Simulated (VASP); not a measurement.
Here is a VASP 6.6.1 calculation.

The input INCAR:

```
SYSTEM = V
PREC = Accurate
ENCUT = 520
EDIFF = 1E-7
ISMEAR = 0
SIGMA = 0.1
LREAL = .FALSE.
LASPH = .TRUE.
NELM = 100
ALGO = Normal
ISIF = 2
LWAVE = .FALSE.
LCHARG = .TRUE.
GGA = PE
LELF = .TRUE.
LVHAR = .TRUE.
NBANDS = 12
```

Contents of KPOINTS:

```
regular mesh
0
G
  16 16 16
  0 0 0
```

Contents of POSCAR:

```
V
1.0
   -1.4989916166      1.4989916166      1.4989916166
    1.4989916166     -1.4989916166      1.4989916166
    1.4989916166      1.4989916166     -1.4989916166
V
1
Direct
    0.0000000000      0.0000000000      0.0000000000
```

Potentials or basis: VASP PAW PBE potentials, release 64 (V_sv).

Launch:

```sh
$ cat potpaw_PBE.64/V_sv/POTCAR > POTCAR
$ mpirun -np 1 vasp_std > vasp.out
```

(1) Predict the pressure.

## Answers

(1) 0.2 GPa.
